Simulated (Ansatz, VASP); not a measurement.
Rh in VASP and in Ansatz

The input INCAR:

```
SYSTEM = Rh
PREC     = Accurate       ! precision mode
ENCUT    = 520            ! plane-wave cutoff, eV
EDIFF    = 1E-7           ! SCF threshold, eV
ISMEAR   = 0              ! smearing method
SIGMA    = 0.15           ! smearing width, eV
LREAL    = .FALSE.        ! projectors in reciprocal space
LASPH    = .TRUE.         ! aspherical terms in the spheres
NELM     = 100            ! most SCF steps
ALGO     = Normal         ! electronic algorithm
ISIF     = 2              ! what is computed and relaxed
LWAVE    = .FALSE.        ! write WAVECAR
LCHARG   = .TRUE.         ! write CHGCAR
GGA      = PE             ! functional
LELF     = .TRUE.         ! ELF
LVHAR    = .TRUE.       
NBANDS   = 14             ! bands
```

KPOINTS

```
regular mesh
0
G
  22 22 22
  0 0 0
```

POSCAR

```
Rh
1.0
    0.0000000000      1.8540112500      1.8540112500
    1.8540112500      0.0000000000      1.8540112500
    1.8540112500      1.8540112500      0.0000000000
Rh
1
Direct
    0.0000000000      0.0000000000      0.0000000000
```

Input for Ansatz:

```yaml
crystal:
  lattice:
    - [0.0, 1.85401125, 1.85401125]
    - [1.85401125, 0.0, 1.85401125]
    - [1.85401125, 1.85401125, 0.0]
  atoms:
    - { symbol: Rh, position: [0.0, 0.0, 0.0] }
basis:
  ecutwfc: 420
kpoints:
  mp_grid: { grid: [22, 22, 22] }
hamiltonian:
  xc: pbe
scf:
  occupations: { method: gaussian, width: 0.15 }
output:
  forces: true
  stress: true
  eigenvalues: true
```

Change from the starting cell: strain -0.025 along x and y, -0.025 along z, atoms carried along.

Alike in both runs: task single point; functional PBE; k mesh 22 × 22 × 22; occupations gaussian, width 0.15 eV; no spin polarisation.

|  | VASP | Ansatz |
| --- | --- | --- |
| version | VASP 6.6.1 | Ansatz 0.2.0 |
| potentials or method | VASP PAW PBE potentials, release 64 (Rh_pv), cutoff 520 eV | scalar-relativistic, plane waves, PAW |
| valence electrons in the cell | 15 | 17 |

|  | VASP | Ansatz | Ansatz less VASP |
| --- | --- | --- | --- |
| gap on the k mesh at the Fermi level (eV) | none | none | - |
| pressure (GPa) | 32.2 | 32.1 | -0.08 |

A gap of «none» marks a metal or a gap that the smearing closes. Both programs put the cell under a high pressure, so it lies far from rest at this level. VASP's potentials hold 15 valence electrons a cell and Ansatz's 17, so a difference there can come from the potentials and not from the codes.
